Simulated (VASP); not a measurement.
A run of VASP 6.6.1 is set up as follows.

File INCAR:

```
SYSTEM = Sc
  PREC = Accurate
  ENCUT = 520
  EDIFF = 1E-6
  ISMEAR = 0
  SIGMA = 0.1
  LREAL = .FALSE.
  LASPH = .TRUE.
  NELM = 60
  ALGO = Fast
  ISIF = 2
  LWAVE = .FALSE.
  LCHARG = .FALSE.
  GGA = PE
  NBANDS = 24
```

KPOINTS

```
Automatic mesh
0
G
  10 10 14
  0 0 0
```

POSCAR

```
Sc
1.0
    4.3456245479     -2.5081265919      0.0023727378
    4.3456245479      2.5081265919      0.0023727378
   -0.0017050973      0.0000000000      3.1666212389
Sc
3
Direct
    0.3333446973      0.3333446973      0.9999975877
    0.0000000000      0.0000000000      0.5000000000
    0.6666553027      0.6666553027      0.0000024123
```

Potentials or basis: VASP PAW PBE potentials, release 64 (Sc_sv).

Run with:

```bash
$ cat potpaw_PBE.64/Sc_sv/POTCAR > POTCAR
$ mpirun -np 1 vasp_std > vasp.out
```

Problem. Predict the pressure.

Solution. 3.7 GPa.

Problem. Estimate the band gap on the k mesh.

Solution. Zero (an odd number of electrons rules out a gap without spin polarisation).

Stress tensor (GPa, compression positive):
```
3.66 0.00 0.00
0.00 3.68 0.00
0.00 0.00 3.76
```

Caveat: the cell stands under pressure.
